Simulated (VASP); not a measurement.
# NaH in VASP: a series of runs

The runs below take NaH through single point, with PBE, r2SCAN.

All numbers are computed with VASP 6.6.1; they aren't measurements. Logs are shortened: lines on timing, memory, paths and dates and some standing lists are left out, and cuts for length are marked.

## (1) The cell of the first run

It takes space group R-3m (No. 166, trigonal). The conventional cell has a = 4.147 Å, b = 4.147 Å, c = 5.224 Å, α = 90.00°, β = 90.00°, γ = 120.00°. Na (site symmetry -3m) has 8 H at 2.55 to 2.61 Å and 6 Na at 2.96 Å within 3.4 Å. Within 3.4 Å of H (site symmetry -3m) lie 8 Na at 2.55 to 2.61 Å and 6 H at 2.96 Å.

## (2) Single point, PBE (strain along [111] +2.9%)

The input, INCAR:

```
SYSTEM = NaH
ALGO     = Normal         ! electronic algorithm
EDIFF    = 1E-6           ! SCF threshold, eV
ENCUT    = 520            ! plane-wave cutoff, eV
GGA      = PE             ! functional
ISIF     = 2              ! what is computed and relaxed
ISMEAR   = -1             ! smearing method
LASPH    = .True.         ! aspherical terms in the spheres
LCHARG   = .False.        ! write CHGCAR
LREAL    = .False.        ! projectors in reciprocal space
LWAVE    = .False.        ! write WAVECAR
NBANDS   = 11             ! bands
NELM     = 80             ! most SCF steps
PREC     = Accurate       ! precision mode
SIGMA    = 0.02           ! smearing width, eV
```

The input, KPOINTS:

```
k-points
0
Gamma
  8 8 8
  0 0 0
```

The input, POSCAR:

```
NaH
1.0
    2.9602489229      0.0278577165      0.0278577165
    0.0278577165      2.9602489229      0.0278577165
    0.0278577165      0.0278577165      2.9602489229
Na H
1 1
Direct
    0.0000000000      0.0000000000      0.0000000000
    0.5000000000      0.5000000000      0.5000000000
```

Potentials or basis: VASP PAW PBE potentials, release 64 (Na_pv, H).

On the command line:

```console
cat potpaw_PBE.64/Na_pv/POTCAR potpaw_PBE.64/H/POTCAR > POTCAR
mpirun -np 1 vasp_std > vasp.out
```

OUTCAR:

```text
SYSTEM = NaH
   EDIFF = 1E-6
   ENCUT = 520
   GGA = PE
   ISIF = 2
   ISMEAR = -1
   LASPH = .True.
   LREAL = .False.
   NELM = 80
   PREC = Accurate

 ion  position               nearest neighbor table
   1  0.000  0.000  0.000-
   2  0.500  0.500  0.500-

  LATTYP: Found a trigonal (rhomboedric) cell.
 ALAT       =     2.9605110691
 COS(alpha) =     0.0189064093

  Lattice vectors:

 A1 = (   2.9602489229,   0.0278577165,   0.0278577165)
 A2 = (   0.0278577165,   2.9602489229,   0.0278577165)
 A3 = (   0.0278577165,   0.0278577165,   2.9602489229)

Analysis of symmetry for initial positions (statically):
=====================================================================
 Subroutine PRICEL returns:
 Original cell was already a primitive cell.

 Routine SETGRP: Setting up the symmetry group for a
 trigonal (rhombohedral) supercell.

 Subroutine GETGRP returns: Found 12 space group operations
 (whereof 12 operations were pure point group operations)
 out of a pool of 12 trial point group operations.

The static configuration has the point symmetry D_3d.

Analysis of symmetry for dynamics (positions and initial velocities):
=====================================================================
 Subroutine PRICEL returns:
 Original cell was already a primitive cell.

 Routine SETGRP: Setting up the symmetry group for a
 trigonal (rhombohedral) supercell.

 Subroutine GETGRP returns: Found 12 space group operations
 (whereof 12 operations were pure point group operations)
 out of a pool of 12 trial point group operations.

The dynamic configuration has the point symmetry D_3d.

 Subroutine INISYM returns: Found 12 space group operations
 (whereof 12 operations are pure point group operations),
 and found     1 'primitive' translations

----------------------------------------------------------------------------------------

                                     Primitive cell

  volume of cell :      25.9340

  direct lattice vectors                    reciprocal lattice vectors
     2.960248923  0.027857717  0.027857717     0.337868715 -0.003149905 -0.003149905
     0.027857717  2.960248923  0.027857717    -0.003149905  0.337868715 -0.003149905
     0.027857717  0.027857717  2.960248923    -0.003149905 -0.003149905  0.337868715

  length of vectors
     2.960511069  2.960511069  2.960511069     0.337898079  0.337898079  0.337898079

  position of ions in fractional coordinates (direct lattice)
     0.000000000  0.000000000  0.000000000
     0.500000000  0.500000000  0.500000000

  ion indices of the primitive-cell ions
   primitive index   ion index
                 1           1
                 2           2

----------------------------------------------------------------------------------------

 KPOINTS: k-points

Automatic generation of k-mesh.
 Grid dimensions read from file:
 generate k-points for:    8    8    8

 Generating k-lattice:

  Cartesian coordinates                     Fractional coordinates (reciprocal lattice)
     0.042233589 -0.000393738 -0.000393738     0.125000000  0.000000000  0.000000000
    -0.000393738  0.042233589 -0.000393738     0.000000000  0.125000000  0.000000000
    -0.000393738 -0.000393738  0.042233589     0.000000000  0.000000000  0.125000000

  Length of vectors
     0.042237260  0.042237260  0.042237260

  Shift w.r.t. Gamma in fractional coordinates (k-lattice)
     0.000000000  0.000000000  0.000000000

 Subroutine IBZKPT returns following result:
 ===========================================

 Found     65 irreducible k-points:

 Following reciprocal coordinates:
            Coordinates               Weight
  0.000000  0.000000  0.000000      1.000000
  0.125000 -0.000000 -0.000000      6.000000
  0.250000 -0.000000 -0.000000      6.000000
  0.375000 -0.000000 -0.000000      6.000000
  0.500000 -0.000000 -0.000000      3.000000
  0.125000  0.125000 -0.000000      6.000000
[... 16 lines left out ...]
  0.250000  0.125000  0.125000      6.000000
  0.375000  0.125000  0.125000      6.000000
 [... further k-points ...]
   k-points           NKPTS =     65   k-points in BZ     NKDIM =     65   number of bands    NBANDS=     11
   number of dos      NEDOS =    301   number of ions     NIONS =      2
   total plane-waves  NPLWV =  13824
   dimension x,y,z NGX =    24 NGY =   24 NGZ =   24
   dimension x,y,z NGXF=    48 NGYF=   48 NGZF=   48
   ions per type =               1   1
   NGX,Y,Z   is equivalent  to a cutoff of  13.48, 13.48, 13.48 a.u.
   NGXF,Y,Z  is equivalent  to a cutoff of  26.95, 26.95, 26.95 a.u.
 SYSTEM =  NaH
   PREC   = accura    normal or accurate (medium, high low for compatibility)
   ISTART =      0    job   : 0-new  1-cont  2-samecut
   ICHARG =      2    charge: 1-file 2-atom 10-const
   ISPIN  =      1    spin polarized calculation?
   LNONCOLLINEAR =      F non collinear calculations
   LSORBIT =      F    spin-orbit coupling
   LASPH  =      T    aspherical Exc in radial PAW
   ENCUT  =  520.0 eV  38.22 Ry    6.18 a.u.   5.50  5.50  5.50*2*pi/ulx,y,z
   NELM   =     80;   NELMIN=  2; NELMDL= -5     # of ELM steps
   EDIFF  = 0.1E-05   stopping-criterion for ELM
   LREAL  =      F    real-space projection
   EDIFFG = 0.1E-04   stopping-criterion for IOM
   NSW    =      0    number of steps for IOM
   IBRION =     -1    ionic relax: 0-MD 1-quasi-New 2-CG
   NFREE  =      0    steps in history (QN), initial steepest desc. (CG)
   ISIF   =      2    stress and relaxation
   ISYM   =      2    0-nonsym 1-usesym 2-fastsym
   POTIM  = 0.5000    time-step for ionic-motion
   TEBEG  =    0.0;   TEEND  =   0.0 temperature during run
   PSTRESS=    0.0 pullay stress
   NELECT =       8.0000    total number of electrons
   NUPDOWN=      -1.0000    fix difference up-down
   EMIN   =  10.00;   EMAX   =-10.00  energy-range for DOS
   EFERMI =   0.00;   METHOD = LEGACY
   ISMEAR =    -1;   SIGMA  =   0.02  broadening in eV -4-tet -1-fermi 0-gaus
   EFERMI_NEDOS =   21; number of points for ismear=-14 and -15
   IALGO  =     38    algorithm
   IMIX   =      4    mixing-type and parameters
     AMIX     =   0.40;   BMIX     =  1.00
     AMIX_MAG =   1.60;   BMIX_MAG =  1.00
  volume/ion in A,a.u.               =      12.97        87.51
  Fermi-wavevector in a.u.,A,eV,Ry     =   1.106152  2.090324 16.647712  1.223572
  Thomas-Fermi vector in A             =   2.242649
   LORBIT       =      0    0 simple, 1 ext, 2 COOP (PROOUT), +10 PAW based schemes
   GGA     = PE    functional components
   LHFCALC =     F    Hartree Fock is set to
   AEXX    =    0.0000 exact exchange contribution
   IVDW    =     0    specifies the selected vdW correction
   LEPSILON=     F    determine dielectric tensor
   LRPA    =     F    only Hartree local field effects (RPA)
 non-spin polarized calculation
  energy-cutoff  :      520.00
  volume of cell :       25.93
 maximum number of plane-waves:       727
 NGX is ok and might be reduce to    24
   NGX = 11   NGY = 11   NGZ = 11

 number of electron       8.0000004 magnetization

 Free energy of the ion-electron system (eV)
  ---------------------------------------------------
  ext. energy  EPLUGINS =         0.00000000
  ---------------------------------------------------
  free energy    TOTEN  =        -4.77297005 eV

  energy without entropy =       -4.77297005  energy(sigma->0) =       -4.77297005

 E-fermi :   1.6278     XC(G=0):  -8.1419

 val. band max:        1.2667040882   @ k =   0.5000   0.5000   0.5000
 cond. band min:       2.3075257191   @ k =   0.5000  -0.0000  -0.0000
 fundamental gap:      1.0408216309
 Fermi energy:         1.6277841597

 k-point     1 :       0.0000    0.0000    0.0000
  band No.  band energies     occupation
      1     -23.2818      2.00000
      2     -23.2763      2.00000
      3     -23.2763      2.00000
      4      -4.6204      2.00000
      5       9.8835      0.00000
      6      12.2254      0.00000
      7      12.2254      0.00000
      8      13.7361      0.00000
      9      13.7361      0.00000
     10      13.7581      0.00000
     11      26.6965      0.00000

 k-point     2 :       0.1250   -0.0000   -0.0000
  band No.  band energies     occupation
      1     -23.3043      2.00000
      2     -23.2775      2.00000
      3     -23.2741      2.00000
      4      -4.3773      2.00000
      5       8.4886      0.00000
      6      11.1269      0.00000
      7      12.4789      0.00000
      8      13.9224      0.00000
      9      13.9399      0.00000
     10      16.8185      0.00000
     11      24.5520      0.00000

 k-point     3 :       0.2500   -0.0000   -0.0000
  band No.  band energies     occupation
      1     -23.3660      2.00000
      2     -23.2723      2.00000
      3     -23.2686      2.00000
      4      -3.6852      2.00000
      5       5.7034      0.00000
      6      11.3928      0.00000
      7      13.2262      0.00000
      8      14.4664      0.00000
      9      14.4897      0.00000
     10      20.9560      0.00000
     11      21.7227      0.00000

 k-point     4 :       0.3750   -0.0000   -0.0000
  band No.  band energies     occupation
      1     -23.4272      2.00000
      2     -23.2670      2.00000
      3     -23.2632      2.00000
      4      -2.7139      2.00000
      5       3.3689      0.00000
      6      11.8818      0.00000
      7      14.3843      0.00000
      8      15.2824      0.00000
      9      15.2953      0.00000
     10      19.2022      0.00000
     11      20.0427      0.00000
[... 239 lines left out ...]
 k-point    22 :       0.1250    0.1250    0.1250
  band No.  band energies     occupation
      1     -23.3070      2.00000
      2     -23.2944      2.00000
      3     -23.2944      2.00000
      4      -3.9294      2.00000
      5       8.1735      0.00000
      6       9.9623      0.00000
      7       9.9623      0.00000
      8      16.1597      0.00000
      9      17.2452      0.00000
     10      17.2452      0.00000
     11      21.6077      0.00000

 k-point    23 :       0.2500    0.1250    0.1250
  band No.  band energies     occupation
      1     -23.3599      2.00000
      2     -23.2956      2.00000
      3     -23.2885      2.00000
      4      -3.2766      2.00000
      5       6.1768      0.00000
      6       9.5971      0.00000
      7      10.7060      0.00000
      8      16.6021      0.00000
      9      16.9116      0.00000
     10      19.5649      0.00000
     11      19.8789      0.00000

 k-point    24 :       0.3750    0.1250    0.1250
  band No.  band energies     occupation
      1     -23.4193      2.00000
      2     -23.2899      2.00000
      3     -23.2826      2.00000
      4      -2.3535      2.00000
      5       3.9201      0.00000
      6      10.1990      0.00000
      7      11.8914      0.00000
      8      15.1642      0.00000
      9      16.7880      0.00000
     10      18.5881      0.00000
     11      19.8829      0.00000

 [... further k-points ...]
[... 5 lines left out ...]
  --------------------------------------------------------------------------------------
  -------------------------------------------------------------------------------------
  Total        0.0083440      0.0083440      0.0083440      0.0196520      0.0196520      0.0196520
  in kB        0.5154866      0.5154866      0.5154866      1.2140793      1.2140793      1.2140793
  external PRESSURE =       0.5154866 kB  Pullay stress =       0.0000000 kB

 VOLUME and BASIS-vectors are now :
 -----------------------------------------------------------------------------
  energy-cutoff  :      520.00
  volume of cell :       25.93
      direct lattice vectors                 reciprocal lattice vectors
     2.960248923  0.027857717  0.027857717     0.337868715 -0.003149905 -0.003149905
     0.027857717  2.960248923  0.027857717    -0.003149905  0.337868715 -0.003149905
     0.027857717  0.027857717  2.960248923    -0.003149905 -0.003149905  0.337868715

 POSITION                                       TOTAL-FORCE (eV/Angst)
 -----------------------------------------------------------------------------------
      0.00000      0.00000      0.00000         0.000000      0.000000      0.000000
      1.50798      1.50798      1.50798        -0.000000     -0.000000      0.000000
 -----------------------------------------------------------------------------------
    total drift:                                0.000000      0.000000      0.000000

  FREE ENERGIE OF THE ION-ELECTRON SYSTEM (eV)
  ---------------------------------------------------
  free  energy   TOTEN  =        -4.7729700471 eV

  energy  without entropy=       -4.7729700470  energy(sigma->0) =       -4.77297005
```

Wall time 6.9 s (1 thread of Intel Xeon Platinum 8488C (Sapphire Rapids), shared host); peak memory 0.14 GiB.

Results:

```yaml
Free_energy: -4.7730 eV
Pressure: 0.1 GPa
Band_gap_on_the_k_mesh: 1.04 eV, indirect (least direct gap 4.42 eV)
```

Caveat: the cell differs from its parent crystal (strain along [111] +2.9%). A k mesh can miss the band edges.

## (3) Single point, PBE (epitaxial xy strain +1.9%)

The input, INCAR:

```
PREC = Accurate
ENCUT = 520
EDIFF = 1E-7
ISMEAR = -1
SIGMA = 0.02
LREAL = False
LASPH = True
NELM = 60
ALGO = Normal
ISIF = 2
LWAVE = False
LCHARG = False
GGA = PE
NBANDS = 11
```

The input, KPOINTS:

```
Automatic mesh
0
Gamma
  8 8 8
```

The input, POSCAR:

```
NaH
1.0
    2.9869336829      0.0000000000      0.0000000000
    0.0000000000      2.9869336829      0.0000000000
    0.0000000000      0.0000000000      2.9479954612
Na H
1 1
Direct
    0.0000000000      0.0000000000      0.0000000000
    0.5000000000      0.5000000000      0.5000000000
```

Potentials or basis: VASP PAW PBE potentials, release 64 (Na_pv, H).

On the command line:

```console
cat potpaw_PBE.64/Na_pv/POTCAR potpaw_PBE.64/H/POTCAR > POTCAR
mpirun -np 1 vasp_std > vasp.out
```

OUTCAR:

```text
PREC = Accurate
   ENCUT = 520
   EDIFF = 1E-7
   ISMEAR = -1
   LREAL = False
   LASPH = True
   NELM = 60
   ISIF = 2
   GGA = PE

 ion  position               nearest neighbor table
   1  0.000  0.000  0.000-
   2  0.500  0.500  0.500-

  LATTYP: Found a simple tetragonal cell.
 ALAT       =     2.9869336829
 C/A-ratio  =     0.9869638145

  Lattice vectors:

 A1 = (   2.9869336829,   0.0000000000,   0.0000000000)
 A2 = (   0.0000000000,   2.9869336829,   0.0000000000)
 A3 = (   0.0000000000,   0.0000000000,   2.9479954612)

Analysis of symmetry for initial positions (statically):
=====================================================================
 Subroutine PRICEL returns:
 Original cell was already a primitive cell.

 Routine SETGRP: Setting up the symmetry group for a
 simple tetragonal supercell.

 Subroutine GETGRP returns: Found 16 space group operations
 (whereof 16 operations were pure point group operations)
 out of a pool of 16 trial point group operations.

The static configuration has the point symmetry D_4h.

Analysis of symmetry for dynamics (positions and initial velocities):
[... 164 lines left out ...]
 Fermi energy:         1.6082956778

 k-point     1 :       0.0000    0.0000    0.0000
  band No.  band energies     occupation
      1     -23.3511      2.00000
      2     -23.3511      2.00000
      3     -23.3497      2.00000
      4      -4.6261      2.00000
      5       9.6876      0.00000
      6      11.9767      0.00000
      7      12.2180      0.00000
      8      13.4230      0.00000
      9      13.4230      0.00000
     10      13.8601      0.00000
     11      26.3679      0.00000
[... 309 lines left out ...]
 k-point    24 :       0.5000    0.1250    0.1250
  band No.  band energies     occupation
      1     -23.5042      2.00000
      2     -23.3591      2.00000
      3     -23.3556      2.00000
      4      -1.8167      2.00000
      5       2.7380      0.00000
      6      10.2776      0.00000
      7      12.8165      0.00000
      8      13.6061      0.00000
      9      16.6723      0.00000
     10      18.0186      0.00000
     11      21.5828      0.00000

 [... further k-points ...]
[... 5 lines left out ...]
  --------------------------------------------------------------------------------------
  -------------------------------------------------------------------------------------
  Total       -0.1240987     -0.1240987      0.1135149      0.0000000      0.0000000     -0.0000000
  in kB       -7.5596150     -7.5596150      6.9148962      0.0000000      0.0000000     -0.0000000
  external PRESSURE =      -2.7347779 kB  Pullay stress =       0.0000000 kB

 VOLUME and BASIS-vectors are now :
 -----------------------------------------------------------------------------
  energy-cutoff  :      520.00
  volume of cell :       26.30
      direct lattice vectors                 reciprocal lattice vectors
     2.986933683  0.000000000  0.000000000     0.334791497  0.000000000  0.000000000
     0.000000000  2.986933683  0.000000000     0.000000000  0.334791497  0.000000000
     0.000000000  0.000000000  2.947995461     0.000000000  0.000000000  0.339213548

 POSITION                                       TOTAL-FORCE (eV/Angst)
 -----------------------------------------------------------------------------------
      0.00000      0.00000      0.00000         0.000000      0.000000      0.000000
      1.49347      1.49347      1.47400         0.000000      0.000000      0.000000
 -----------------------------------------------------------------------------------
    total drift:                                0.000000      0.000000      0.000000

  FREE ENERGIE OF THE ION-ELECTRON SYSTEM (eV)
  ---------------------------------------------------
  free  energy   TOTEN  =        -4.7713240096 eV

  energy  without entropy=       -4.7713240096  energy(sigma->0) =       -4.77132401
```

stdout:

```text
POSCAR found type information on POSCAR NaH
 POSCAR found :  2 types and       2 ions
 scaLAPACK will be used
 LDA part: xc-table for (Slater+PW92), standard interpolation
 POSCAR, INCAR and KPOINTS ok, starting setup
 FFT: planning ... GRIDC
 FFT: planning ... GRID_SOFT
 FFT: planning ... GRID
 WAVECAR not read
 entering main loop
```

Run time: 7.4 s. Hardware: 1 thread of Intel Xeon Platinum 8488C (Sapphire Rapids), shared host; peak memory 0.14 GiB.

Results:

```yaml
Free_energy: -4.7713 eV
Pressure: -0.3 GPa
Band_gap_on_the_k_mesh: 0.99 eV, indirect (least direct gap 4.36 eV)
```

Stress tensor (GPa, compression positive):
```
-0.76  0.00  0.00
 0.00 -0.76  0.00
 0.00  0.00  0.69
```

Levels at points of the mesh, in eV from the valence-band top:
```tsv
k point	band 1	band 2	band 3	band 4	band 5	band 6	band 7	band 8	band 9
(0.00, 0.00, 0.00)	-24.55	-24.55	-24.55	-5.83	8.49	10.77	11.02	12.22	12.22
(0.50, 0.00, 0.00)	-24.71	-24.54	-24.54	-3.38	0.99	10.76	14.09	14.25	14.66
(0.50, 0.50, 0.00)	-24.69	-24.69	-24.53	-1.74	4.17	4.17	6.64	14.74	18.65
(0.00, 0.00, 0.50)	-24.73	-24.54	-24.54	-3.29	1.11	10.67	14.07	14.31	14.31
(0.50, 0.00, 0.50)	-24.70	-24.68	-24.52	-1.67	4.27	4.30	6.76	14.44	18.28
(0.50, 0.50, 0.50)	-24.68	-24.66	-24.66	0.00	6.86	6.86	6.91	9.00	9.04
```

Caveat: the cell differs from its parent crystal (epitaxial xy strain +1.9%).

(Part 1 of 2 ends here.)
